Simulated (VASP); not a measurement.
Here is a VASP 6.6.1 calculation.

The input INCAR:

```
SYSTEM = Ca8CO
ALGO = Normal
DIPOL = 0.5 0.5 0.281
EDIFF = 1E-7
ENCUT = 520
GGA = PE
IDIPOL = 3
ISIF = 2
ISMEAR = 0
LASPH = .True.
LCHARG = .False.
LDIPOL = .True.
LREAL = .False.
LWAVE = .False.
NBANDS = 56
NELM = 100
PREC = Accurate
SIGMA = 0.1
```

The input KPOINTS:

```
k-points
0
Gamma
  4 4 1
  0 0 0
```

The input POSCAR:

```
Ca8CO
1.0
    7.8132359319      0.0000000000      0.0000000000
    0.0000000000      7.8132359319      0.0000000000
    0.0000000000      0.0000000000     20.6093934330
Ca C O
8 1 1
Direct
    0.2500000000      0.2500000000      0.1940862555
    0.2500000000      0.7500000000      0.1940862555
    0.7500000000      0.2500000000      0.1940862555
    0.7500000000      0.7500000000      0.1940862555
    0.0000000000      0.0000000000      0.3206981057
    0.0000000000      0.5000000000      0.3206981057
    0.5000000000      0.0000000000      0.3206981057
    0.5000000000      0.5000000000      0.3206981057
    0.1067174971      0.7500000000      0.3750422572
    0.3932825029      0.7500000000      0.3750422572
```

Potentials or basis: VASP PAW PBE potentials, release 64 (Ca_sv, C, O).

Launch:

```sh
$ cat potpaw_PBE.64/Ca_sv/POTCAR potpaw_PBE.64/C/POTCAR potpaw_PBE.64/O/POTCAR > POTCAR
$ mpirun -np 1 vasp_std > vasp.out
```

Q: Predict the largest force.

A: 2.014 eV/Å.

Q: What does it give for the band gap on the k mesh?

A: Zero (bands 45 and 46 overlap by 0.13 eV).

Forces in eV/Å, atoms in the order of the input:
```
Ca   0.012  0.000 -0.265
Ca  -0.103  0.000  0.204
Ca  -0.010  0.000 -0.154
Ca   0.117  0.000 -0.254
Ca   0.157 -0.176  0.439
Ca   0.157  0.176  0.439
Ca  -0.815 -1.383  1.120
Ca  -0.815  1.383  1.120
C    1.772  0.000 -0.956
O   -0.474  0.000 -1.692
```
